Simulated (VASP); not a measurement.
A run of VASP 6.6.1 is set up as follows.

File INCAR:

```
SYSTEM = SnPb2Se3
ALGO = Normal
EDIFF = 1E-6
ENCUT = 520
GGA = PE
ISIF = 2
ISMEAR = 0
LASPH = .TRUE.
LCHARG = .TRUE.
LELF = .TRUE.
LREAL = .FALSE.
LVHAR = .TRUE.
LWAVE = .FALSE.
NBANDS = 39
NELM = 100
PREC = Accurate
SIGMA = 0.1
```

File KPOINTS:

```
k-points
0
G
  6 6 2
  0 0 0
```

The input POSCAR:

```
SnPb2Se3
1.0
    4.3517509400      0.0000000000      0.0000000000
   -2.1758754700      3.7687268600      0.0000000000
    0.0000000000      0.0000000000     10.6595692900
Sn Pb Se
1 2 3
Direct
    0.0000000000      0.0000000000      0.5000000000
    0.6666666700      0.3333333300      0.8333333300
    0.3333333300      0.6666666700      0.1666666700
    0.0000000000      0.0000000000      0.0000000000
    0.6666666700      0.3333333300      0.3333333300
    0.3333333300      0.6666666700      0.6666666700
```

Potentials or basis: VASP PAW PBE potentials, release 64 (Sn_d, Pb_d, Se).

The run is started by

```sh
$ cat potpaw_PBE.64/Sn_d/POTCAR potpaw_PBE.64/Pb_d/POTCAR potpaw_PBE.64/Se/POTCAR > POTCAR
$ mpirun -np 1 vasp_std > vasp.out
```

Question: Predict the pressure.

Answer: 0.3 GPa.

Question: Estimate the largest force.

Answer: 0.296 eV/Å.

Question: Predict the band gap on the k mesh.

Answer: 0.11 eV.

Forces in eV/Å, atoms in the order of the input:
```
Sn   0.000  0.000  0.000
Pb   0.000  0.000 -0.030
Pb   0.000  0.000  0.030
Se   0.000  0.000  0.000
Se   0.000  0.000  0.296
Se   0.000  0.000 -0.296
```

Caveat: spin-orbit coupling is left out, which moves the levels of the heavy elements. A k mesh can miss the band edges.
